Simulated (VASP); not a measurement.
Write the native input for VASP 6.6.1 that does the following.

| Property | Result |
| --- | --- |
| Task | single point |
| Functional | LDA |
| Potentials or basis | VASP PAW LDA potentials, release 64 (In_d) |
| Cutoff | 520 eV |
| k mesh | 12 × 12 × 14 |
| Occupations | fermi-dirac, width 0.6 eV |
| Spin | no spin polarisation |
| Dipole correction | no |
| Further INCAR settings | ALGO = Normal; EDIFF = 1e-06; NBANDS = 12 |

The structure of In lies in POSCAR:

```
In
1.0
   -1.6019898026      1.6281983263      2.4755659685
    1.6281983263     -1.6019898026      2.4755659685
    1.5260503434      1.5260503434     -2.4583443292
In
1
Direct
    0.0000000000      0.0000000000      0.0000000000
```

These files were run (other wordings do the same):

INCAR

```
PREC     = Accurate       # precision mode
ENCUT    = 520            # plane-wave cutoff, eV
EDIFF    = 1E-6           # SCF threshold, eV
ISMEAR   = -1             # smearing method
SIGMA    = 0.6            # smearing width, eV
LREAL    = False          # projectors in reciprocal space
LASPH    = True           # aspherical terms in the spheres
NELM     = 80             # most SCF steps
ALGO     = Normal         # electronic algorithm
ISIF     = 2              # what is computed and relaxed
LWAVE    = False          # write WAVECAR
LCHARG   = True           # write CHGCAR
LELF     = True           # ELF
LVHAR    = True         
NBANDS   = 12             # bands
```

KPOINTS

```
Automatic mesh
0
Gamma
  12 12 14
```

Potentials or basis: VASP PAW LDA potentials, release 64 (In_d).

Command:

```console
$ cat potpaw_LDA.64/In_d/POTCAR > POTCAR
$ mpirun -np 1 vasp_std > vasp.out
```

It gave:

```yaml
Pressure: 1.4 GPa
```

Run time: 49 s on 1 thread of Intel(R) Xeon(R) 6975P-C (Granite Rapids), with other jobs on the host, peak memory 0.26 GiB.
